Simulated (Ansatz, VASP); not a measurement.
YbSeCl: VASP beside Ansatz

```xyz
3
Lattice="4.7231 0.0000 0.0000 -2.3615 4.0903 0.0000 0.0000 0.0000 4.4860" Properties=species:S:1:pos:R:3 pbc="T T T"
Yb    0.0000    0.0000    0.0000
Se    0.0000    2.7269    0.0000
Cl    2.3615    1.3634    2.2430
```

Change from the starting cell: species swapped into the ErHSe type (P-6m2, No. 187).

Alike in both runs: functional PBE; k mesh 6 × 6 × 4; occupations gaussian, width 0.1 eV; collinear spin.

Ansatz relaxed the structure, and its values are those at the end. VASP's run is a single point on that final structure, the one shown.

|  | VASP | Ansatz |
| --- | --- | --- |
| version | VASP 6.6.1 | Ansatz 0.2.0 |
| potentials or method | VASP PAW PBE potentials, release 64 (Yb, Se, Cl), cutoff 520 eV | scalar-relativistic, plane waves, PAW |
| valence electrons in the cell | 37 | 47 |

Ansatz gave:

| Item | Value |
| --- | --- |
| gap on the k mesh at the Fermi level (eV) | none |
| pressure (GPa) | 0.3 |
| net moment per atom (μB) | 0.31 |
| size of the moment on the site where the two differ most (μB) | 0.26 |

**Question.** What did VASP give for the same quantities?

**Answer.** gap on the k mesh at the Fermi level (eV): none; pressure (GPa): 0.3; net moment per atom (μB): 0.31; size of the moment on the site where the two differ most (μB): 0.23.

Site moments also hang on the region over which each program counts them. A gap of «none» marks a metal or a gap that the smearing closes. The functional is the same, so the differences come from potentials, cutoffs and numerics. VASP's potentials hold 37 valence electrons a cell and Ansatz's 47, so a difference there can come from the potentials and not from the codes.

Neither program's run includes spin-orbit coupling.
